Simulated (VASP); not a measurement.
Crystal: Te.

```
CELL_PARAMETERS angstrom
4.63249 0.00000 0.00000
-2.31624 4.01185 0.00000
0.00000 0.00000 5.88690
ATOMIC_POSITIONS crystal
Te 0.25359 0.00000 0.33333
Te 0.00000 0.25359 0.66667
Te 0.74641 0.74641 0.00000
```

Base run:

- Program: VASP 6.6.1
- Functional: r2SCAN
- Potentials or basis: VASP PAW PBE potentials, release 64 (Te)
- Cutoff: 550 eV
- k mesh: 8 × 8 × 6
- Occupations: methfessel-paxton, width 0.01 eV
- Spin: no spin polarisation

Its results: band gap on the k mesh 0.78 eV; pressure 0.0 GPa; largest force 0.019 eV/Å.

**Question.** The run is repeated on the same cell with these changes: occupations from methfessel-paxton, width 0.01 eV to fermi-dirac, width 1 eV. What comes out?

**Answer.** Band gap on the k mesh 0.78 eV (least direct gap 0.80 eV); pressure 4.8 GPa; largest force 1.038 eV/Å.

Caveats: the PAW data sets were made with another functional, which shifts forces and pressure a little; spin-orbit coupling is left out, which moves the levels of the heavy elements; the cell stands under pressure (at least some runs).

A k mesh can miss the band edges.
